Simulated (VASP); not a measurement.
# Ga24N23 (a cell with a defect) in VASP: single point with PBE

Aim: the single point of Ga24N23 (a cell with a defect) with PBE.

Program: VASP 6.6.1. These are calculated values, not measurements. Logs are shortened: lines on timing, memory, paths and dates and some standing lists are left out, and cuts for length are marked.

## (1) The cell of the first run

The cell holds a defect, 47 atoms: a = 8.302 Å, b = 8.302 Å, c = 8.302 Å, α = 84.36°, β = 84.36°, γ = 84.36°.

## (2) Single point, PBE (atoms taken out, then relaxed in part)

INCAR reads:

```
ALGO = Normal
EDIFF = 1E-7
ENCUT = 520
GGA = PE
ISIF = 2
ISMEAR = 0
LASPH = True
LCHARG = False
LREAL = Auto
LWAVE = False
NBANDS = 242
NELECT = 426.0
NELM = 60
PREC = Accurate
SIGMA = 0.01
```

KPOINTS reads:

```
k-points
0
Gamma
  2 2 2
```

POSCAR reads:

```
Ga24N23
1.0
   -3.2183708160      5.5743817707     -5.2431684095
    6.4367416318      0.0000000001     -5.2431684095
   -3.2183708159     -5.5743817708     -5.2431684095
Ga N
24 23
Direct
    0.0032087068      0.1698753735      0.3365420402
    0.6663183876      0.3342267074      0.5003214210
    0.3341739571      0.0014840817      0.1660504847
    0.1669880876      0.8329850543      0.5008933741
    0.8327171514      0.5008406238      0.1681507484
    0.5004093318      0.6665867156      0.3340084729
    0.1675600408      0.3336547543     -0.0003482791
    0.8348174151     -0.0006161819      0.6675072905
    0.4999200490      0.1673418062      0.8337426652
    0.0006751395      0.6670759985      0.8332533823
    0.6663667594      0.8330334261     -0.0002999073
    0.3337993674      0.5004660341      0.6671327007
    0.0011682714      0.8322034235      0.1664817328
    0.6655367569     -0.0001849339      0.3345016048
    0.3331836904      0.6662927108      0.0000594423
    0.1675402006      0.5005533053      0.3335016355
    0.8331483994      0.1678349381     -0.0011299098
    0.4996816470      0.3338592241      0.1664072250
    0.1671925575     -0.0002594416      0.8330149804
    0.8330738917      0.6663483137      0.5005258908
    0.4996260441      0.8333927756      0.6665170237
    0.0001683022      0.3342068673      0.6672199720
    0.6667261090      0.4998503570      0.8329593774
    0.3338866386      0.1668349689      0.5008735339
    0.5428469476      0.2075618723      0.3734252521
    0.2069519346      0.8761223892      0.0421967800
    0.0400919188      0.7095136142      0.3742285390
    0.7088634466      0.3736186012      0.0427890559
    0.3745731013      0.5416995157      0.2079081227
    0.0408952056      0.2067585855      0.8761802809
    0.7094557226      0.8755301133      0.5402852679
    0.3750328491      0.0412414561      0.7079064346
    0.8745747894      0.5412397679      0.7083661824
    0.5412952301      0.7079618968      0.8746285634
    0.2077540519      0.3744207185      0.5410873852
    0.2070163176      0.0405813966      0.3735895779
    0.8739147299      0.2069229112      0.5403496509
    0.5427785261      0.8754612017      0.2077877990
    0.3746062680      0.7081016707      0.5409227343
    0.0402562446      0.3736829843      0.2072480633
    0.7078202402      0.5413418048      0.3750587423
    0.3746751382      0.2083920756      0.0411535735
    0.0417254090      0.8744869068      0.7080084715
    0.7087945350      0.0411211323      0.8761118595
    0.2075894010      0.5412729347      0.8747683373
    0.8744544656      0.7094451928      0.0421278683
    0.5414350040      0.3742560676      0.7079396013
```

Potentials or basis: VASP PAW PBE potentials, release 64 (Ga_d, N).

Run with:

```console
$ cat potpaw_PBE.64/Ga_d/POTCAR potpaw_PBE.64/N/POTCAR > POTCAR
$ mpirun -np 1 vasp_std > vasp.out
```

OUTCAR:

```text
EDIFF = 1E-7
   ENCUT = 520
   GGA = PE
   ISIF = 2
   ISMEAR = 0
   LASPH = True
   LREAL = Auto
   NELECT = 426.0
   NELM = 60
   PREC = Accurate

 ion  position               nearest neighbor table
   1  0.003  0.170  0.337-  37 1.95  36 1.95  40 1.95
   2  0.666  0.334  0.500-  47 1.96  41 1.96  37 1.97  25 1.98
   3  0.334  0.001  0.166-  42 1.96  36 1.97  26 1.97  38 1.98
   4  0.167  0.833  0.501-  39 1.96  43 1.96  36 1.97  27 1.98
   5  0.833  0.501  0.168-  41 1.96  40 1.97  28 1.97  46 1.98
   6  0.500  0.667  0.334-  39 1.96  41 1.96  29 1.98  38 1.98
   7  0.168  0.334  1.000-  45 1.96  42 1.96  40 1.97  30 1.98
   8  0.835  0.999  0.668-  43 1.96  37 1.97  31 1.97  44 1.98
   9  0.500  0.167  0.834-  47 1.96  42 1.96  32 1.98  44 1.98
  10  0.001  0.667  0.833-  45 1.96  43 1.96  33 1.98  46 1.98
  11  0.666  0.833  1.000-  44 1.97  46 1.97  38 1.97  34 1.97
  12  0.334  0.500  0.667-  45 1.97  39 1.97  47 1.97  35 1.98
  13  0.001  0.832  0.166-  27 1.95  26 1.95  46 1.96
  14  0.666  1.000  0.335-  25 1.95  31 1.95  38 1.96
  15  0.333  0.666  0.000-  29 1.97  34 1.97  45 1.97  26 1.99
  16  0.168  0.501  0.334-  29 1.96  35 1.97  27 1.98  40 1.99
  17  0.833  0.168  0.999-  30 1.95  28 1.95  44 1.96
  18  0.500  0.334  0.166-  29 1.97  28 1.97  25 1.97  42 1.97
  19  0.167  1.000  0.833-  32 1.97  26 1.97  30 1.97  43 1.97
  20  0.833  0.666  0.501-  33 1.97  31 1.97  27 1.97  41 1.97
  21  0.500  0.833  0.667-  32 1.97  34 1.97  39 1.97  31 1.99
  22  0.000  0.334  0.667-  33 1.96  35 1.97  30 1.98  37 1.99
  23  0.667  0.500  0.833-  33 1.97  34 1.97  47 1.97  28 1.99
[... 22 lines left out ...]
  46  0.874  0.709  0.042-  13 1.96  11 1.97   5 1.98  10 1.98
  47  0.541  0.374  0.708-   2 1.96   9 1.96  12 1.97  23 1.97

  LATTYP: Found a trigonal (rhomboedric) cell.
 ALAT       =     8.3019550592
 COS(alpha) =     0.0982987805

  Lattice vectors:

 A1 = (  -3.2183708160,   5.5743817707,  -5.2431684095)
 A2 = (   6.4367416318,   0.0000000001,  -5.2431684095)
 A3 = (  -3.2183708159,  -5.5743817708,  -5.2431684095)

Analysis of symmetry for initial positions (statically):
=====================================================================
 Subroutine PRICEL returns:
 Original cell was already a primitive cell.

 Routine SETGRP: Setting up the symmetry group for a
 trigonal (rhombohedral) supercell.

 Subroutine GETGRP returns: Found  3 space group operations
 (whereof  1 operations were pure point group operations)
 out of a pool of 12 trial point group operations.

The static configuration has the point symmetry C_1 .
 The point group associated with its full space group is C_3 .

Analysis of symmetry for dynamics (positions and initial velocities):
=====================================================================
 Subroutine PRICEL returns:
 Original cell was already a primitive cell.

 Routine SETGRP: Setting up the symmetry group for a
 trigonal (rhombohedral) supercell.

 Subroutine GETGRP returns: Found  3 space group operations
 (whereof  1 operations were pure point group operations)
 out of a pool of 12 trial point group operations.

The dynamic configuration has the point symmetry C_1 .
 The point group associated with its full space group is C_3 .

 Subroutine INISYM returns: Found  3 space group operations
 (whereof  1 operations are pure point group operations),
 and found     1 'primitive' translations

----------------------------------------------------------------------------------------

                                     Primitive cell

  volume of cell :     564.3881

  direct lattice vectors                    reciprocal lattice vectors
    -3.218370816  5.574381771 -5.243168409    -0.051786036  0.089696045 -0.063574791
     6.436741632  0.000000000 -5.243168409     0.103572072  0.000000000 -0.063574791
    -3.218370816 -5.574381771 -5.243168409    -0.051786036 -0.089696045 -0.063574791

  length of vectors
     8.301955059  8.301955059  8.301955059     0.121527479  0.121527479  0.121527479

  position of ions in fractional coordinates (direct lattice)
     0.003208707  0.169875373  0.336542040
     0.666318388  0.334226707  0.500321421
     0.334173957  0.001484082  0.166050485
     0.166988088  0.832985054  0.500893374
     0.832717151  0.500840624  0.168150748
     0.500409332  0.666586716  0.334008473
[... 39 lines left out ...]
     0.874454466  0.709445193  0.042127868
     0.541435004  0.374256068  0.707939601

  ion indices of the primitive-cell ions
   primitive index   ion index
                 1           1
                 2           2
                 3           3
                 4           4
                 5           5
                 6           6
[... 39 lines left out ...]
                46          46
                47          47

----------------------------------------------------------------------------------------

 KPOINTS: k-points

Automatic generation of k-mesh.
 Grid dimensions read from file:
 generate k-points for:    2    2    2

 Generating k-lattice:

  Cartesian coordinates                     Fractional coordinates (reciprocal lattice)
    -0.025893018  0.044848023 -0.031787395     0.500000000 -0.000000000 -0.000000000
     0.051786036  0.000000000 -0.031787395     0.000000000  0.500000000  0.000000000
    -0.025893018 -0.044848023 -0.031787395     0.000000000  0.000000000  0.500000000

  Length of vectors
     0.060763739  0.060763739  0.060763739

  Shift w.r.t. Gamma in fractional coordinates (k-lattice)
     0.000000000  0.000000000  0.000000000

 Subroutine IBZKPT returns following result:
 ===========================================

 Found      4 irreducible k-points:

 Following reciprocal coordinates:
            Coordinates               Weight
  0.000000  0.000000  0.000000      1.000000
  0.500000  0.000000  0.000000      3.000000
  0.500000  0.500000  0.000000      3.000000
  0.500000  0.500000  0.500000      1.000000
   k-points           NKPTS =      4   k-points in BZ     NKDIM =      4   number of bands    NBANDS=    242
   number of dos      NEDOS =    301   number of ions     NIONS =     47
   total plane-waves  NPLWV = 262144
   dimension x,y,z NGX =    64 NGY =   64 NGZ =   64
   dimension x,y,z NGXF=   128 NGYF=  128 NGZF=  128
   ions per type =              24  23
   NGX,Y,Z   is equivalent  to a cutoff of  12.82, 12.82, 12.82 a.u.
   NGXF,Y,Z  is equivalent  to a cutoff of  25.63, 25.63, 25.63 a.u.
 SYSTEM =  unknown system
   PREC   = accura    normal or accurate (medium, high low for compatibility)
   ISTART =      0    job   : 0-new  1-cont  2-samecut
   ICHARG =      2    charge: 1-file 2-atom 10-const
   ISPIN  =      1    spin polarized calculation?
   LNONCOLLINEAR =      F non collinear calculations
   LSORBIT =      F    spin-orbit coupling
   LASPH  =      T    aspherical Exc in radial PAW
   ENCUT  =  520.0 eV  38.22 Ry    6.18 a.u.  15.44 15.44 15.44*2*pi/ulx,y,z
   NELM   =     60;   NELMIN=  2; NELMDL= -5     # of ELM steps
   EDIFF  = 0.1E-06   stopping-criterion for ELM
   LREAL  =      T    real-space projection
   EDIFFG = 0.1E-05   stopping-criterion for IOM
   NSW    =      0    number of steps for IOM
   IBRION =     -1    ionic relax: 0-MD 1-quasi-New 2-CG
   NFREE  =      0    steps in history (QN), initial steepest desc. (CG)
   ISIF   =      2    stress and relaxation
   ISYM   =      2    0-nonsym 1-usesym 2-fastsym
   POTIM  = 0.5000    time-step for ionic-motion
   TEBEG  =    0.0;   TEEND  =   0.0 temperature during run
   PSTRESS=    0.0 pullay stress
   NELECT =     426.0000    total number of electrons
   NUPDOWN=      -1.0000    fix difference up-down
   EMIN   =  10.00;   EMAX   =-10.00  energy-range for DOS
   EFERMI =   0.00;   METHOD = LEGACY
   ISMEAR =     0;   SIGMA  =   0.01  broadening in eV -4-tet -1-fermi 0-gaus
   EFERMI_NEDOS =   21; number of points for ismear=-14 and -15
   IALGO  =     38    algorithm
   IMIX   =      4    mixing-type and parameters
     AMIX     =   0.40;   BMIX     =  1.00
     AMIX_MAG =   1.60;   BMIX_MAG =  1.00
  volume/ion in A,a.u.               =      12.01        81.04
  Fermi-wavevector in a.u.,A,eV,Ry     =   1.490569  2.816767 30.229369  2.221796
  Thomas-Fermi vector in A             =   2.603334
   LORBIT       =      0    0 simple, 1 ext, 2 COOP (PROOUT), +10 PAW based schemes
   GGA     = PE    functional components
   LHFCALC =     F    Hartree Fock is set to
   AEXX    =    0.0000 exact exchange contribution
   IVDW    =     0    specifies the selected vdW correction
   LEPSILON=     F    determine dielectric tensor
   LRPA    =     F    only Hartree local field effects (RPA)
 non-spin polarized calculation
 Gauss-broadening in eV      SIGMA  =   0.01
  energy-cutoff  :      520.00
  volume of cell :      564.39
 maximum number of plane-waves:     15230
 NGX is ok and might be reduce to    64
   NGX = 31   NGY = 31   NGZ = 31

 number of electron     426.0000044 magnetization

 Free energy of the ion-electron system (eV)
  ---------------------------------------------------
  ext. energy  EPLUGINS =         0.00000000
  ---------------------------------------------------
  free energy    TOTEN  =      -287.24738910 eV

  energy without entropy =     -287.24738910  energy(sigma->0) =     -287.24738910

 E-fermi :   4.9503     XC(G=0): -11.4258

 val. band max:        4.8888392568   @ k =   0.5000   0.0000   0.0000
 cond. band min:       7.1730828290   @ k =   0.0000   0.0000   0.0000
 fundamental gap:      2.2842435722
 Fermi energy:         4.9502840343

 k-point     1 :       0.0000    0.0000    0.0000
  band No.  band energies     occupation
      1     -10.7991      2.00000
      2     -10.1578      2.00000
      3     -10.1578      2.00000
      4     -10.1530      2.00000
      5     -10.1338      2.00000
      6     -10.1338      2.00000
[... 217 lines left out ...]
    224      10.0535      0.00000
    225      10.0535      0.00000

 k-point     2 :       0.5000    0.0000    0.0000
  band No.  band energies     occupation
      1     -10.5741      2.00000
      2     -10.5505      2.00000
      3     -10.1250      2.00000
      4     -10.1139      2.00000
      5     -10.0985      2.00000
      6     -10.0936      2.00000
[... 217 lines left out ...]
    224      10.0598      0.00000
    225      10.1236      0.00000

 k-point     3 :       0.5000    0.5000    0.0000
  band No.  band energies     occupation
      1     -10.4240      2.00000
      2     -10.3851      2.00000
      3     -10.3746      2.00000
      4     -10.3447      2.00000
      5     -10.0955      2.00000
      6     -10.0828      2.00000
[... 217 lines left out ...]
    224       9.7369      0.00000
    225      10.0016      0.00000

 k-point     4 :       0.5000    0.5000    0.5000
  band No.  band energies     occupation
      1     -10.3410      2.00000
      2     -10.3026      2.00000
      3     -10.2661      2.00000
      4     -10.2661      2.00000
      5     -10.2160      2.00000
      6     -10.2160      2.00000
[... 217 lines left out ...]
    224       9.4682      0.00000
    225       9.6515      0.00000
 [bands above 225 left out]

------------------------ aborting loop because EDIFF is reached ----------------------------------------

  FORCE on cell =-STRESS in cart. coord.  units (eV):
  Direction    XX          YY          ZZ          XY          YZ          ZX
  --------------------------------------------------------------------------------------
  -------------------------------------------------------------------------------------
  Total      -11.4549325    -11.4549325    -11.1917420      0.0000000     -0.0000000     -0.0000000
  in kB      -32.5181080    -32.5181080    -31.7709663      0.0000000     -0.0000000     -0.0000000
  external PRESSURE =     -32.2690608 kB  Pullay stress =       0.0000000 kB

 VOLUME and BASIS-vectors are now :
 -----------------------------------------------------------------------------
  energy-cutoff  :      520.00
  volume of cell :      564.39
      direct lattice vectors                 reciprocal lattice vectors
    -3.218370816  5.574381771 -5.243168409    -0.051786036  0.089696045 -0.063574791
     6.436741632  0.000000000 -5.243168409     0.103572072  0.000000000 -0.063574791
    -3.218370816 -5.574381771 -5.243168409    -0.051786036 -0.089696045 -0.063574791

 POSITION                                       TOTAL-FORCE (eV/Angst)
 -----------------------------------------------------------------------------------
     -0.00000     -1.85813     -2.67206        -0.000000      0.000000     -0.007112
     -1.60335      0.92533     -7.86930         0.002119     -0.001902     -0.002471
     -1.60036      0.93718     -2.63054        -0.001112      0.002436      0.000566
      3.21222     -1.86132     -7.86930        -0.002706     -0.000884     -0.002471
      0.00262      3.70455     -7.87371         0.002665     -0.000255      0.000566
      1.60518      0.92758     -7.87002        -0.001275     -0.000193      0.000075
[... 39 lines left out ...]
      1.61661      4.63971     -8.52554         0.002451     -0.001960      0.001883
     -1.61196     -0.92816     -8.51297        -0.001089      0.001052     -0.000324
 -----------------------------------------------------------------------------------
    total drift:                               -0.000080      0.000057      0.022040

  FREE ENERGIE OF THE ION-ELECTRON SYSTEM (eV)
  ---------------------------------------------------
  free  energy   TOTEN  =      -287.2473890957 eV

  energy  without entropy=     -287.2473890957  energy(sigma->0) =     -287.24738910
```

It took 46 min on 1 thread of Oxide Virtual Turin-like, shared host; peak memory 0.74 GiB.

Results:

```yaml
Free_energy: -287.2474 eV
Largest_force: 0.008 eV/Å
```

Forces in eV/Å, atoms in the order of the input:
```
Ga   0.000  0.000 -0.007
Ga   0.002 -0.002 -0.002
Ga  -0.001  0.002  0.001
Ga  -0.003 -0.001 -0.002
Ga   0.003  0.000  0.001
Ga  -0.001  0.000  0.000
Ga   0.001  0.003 -0.002
Ga  -0.002 -0.002  0.001
Ga   0.001 -0.001  0.000
Ga   0.000  0.001  0.000
Ga   0.000  0.000  0.000
Ga   0.000  0.000 -0.001
Ga   0.007 -0.003  0.002
Ga  -0.001  0.008  0.002
Ga  -0.001  0.002  0.003
Ga  -0.001  0.001 -0.004
Ga  -0.006 -0.005  0.002
Ga   0.001  0.000  0.001
Ga   0.000  0.001  0.001
Ga  -0.001 -0.001  0.001
Ga  -0.001 -0.002  0.003
Ga   0.002  0.001 -0.004
Ga   0.002  0.000  0.003
Ga   0.000 -0.002 -0.004
N    0.002  0.003 -0.002
N    0.004 -0.001 -0.004
N    0.001 -0.003 -0.002
N   -0.003 -0.003 -0.004
N    0.000 -0.001  0.000
N   -0.003  0.000 -0.002
N   -0.001  0.004 -0.004
N    0.001  0.000  0.000
N   -0.001  0.001  0.000
N    0.000  0.000 -0.001
N    0.000  0.000  0.002
N   -0.001  0.001  0.008
N   -0.001 -0.001  0.008
N    0.000  0.003  0.002
N    0.001  0.000  0.000
N    0.001  0.000  0.008
N   -0.001  0.001 -0.001
N    0.000 -0.001 -0.001
N    0.001  0.000 -0.001
N   -0.003 -0.001  0.002
N    0.000 -0.001  0.000
N    0.002 -0.002  0.002
N   -0.001  0.001  0.000
```

Caveat: the cell carries a net charge on a neutralising background, which shifts energy and pressure; the cell differs from its parent crystal (atoms taken out, then relaxed in part); the cell is charged against a uniform background, so pressure and absolute levels hang on convention.
